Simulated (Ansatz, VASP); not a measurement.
AlCo2 in VASP and in Ansatz

```xyz
3
Lattice="3.9467 0.0000 0.0000 -1.9734 3.4180 0.0000 0.0000 0.0000 2.5941" Properties=species:S:1:pos:R:3 pbc="T T T"
Al    0.0000    0.0000    0.0000
Co    0.0000    2.2786    1.2971
Co    1.9734    1.1393    1.2971
```

Change from the starting cell: species swapped into the BaSi2 type (P-3m1, No. 164).

Alike in both runs: task relaxation of cell and atoms; functional PBE; k mesh 12 × 12 × 18; occupations gaussian, width 0.1 eV; no spin polarisation.

```csv
,VASP,Ansatz
version,VASP 6.6.1,Ansatz 0.2.0
potentials or method,"VASP PAW PBE potentials, release 64 (Al, Co), cutoff 600 eV","scalar-relativistic, plane waves, PAW"
valence electrons in the cell,21,37
```

|  | VASP | Ansatz | Ansatz less VASP |
| --- | --- | --- | --- |
| gap on the k mesh at the Fermi level, each at its own relaxed structure (eV) | none | none | - |
| relaxed volume (Å³/atom) | 11.61 | 11.63 | +0.021 |
| relaxed cell length with the largest relative difference (Å) | 3.944 | 3.948 | +0.0034 |

A gap of «none» marks a metal or a gap that the smearing closes. VASP's potentials hold 21 valence electrons a cell and Ansatz's 37, so a difference there can come from the potentials and not from the codes.
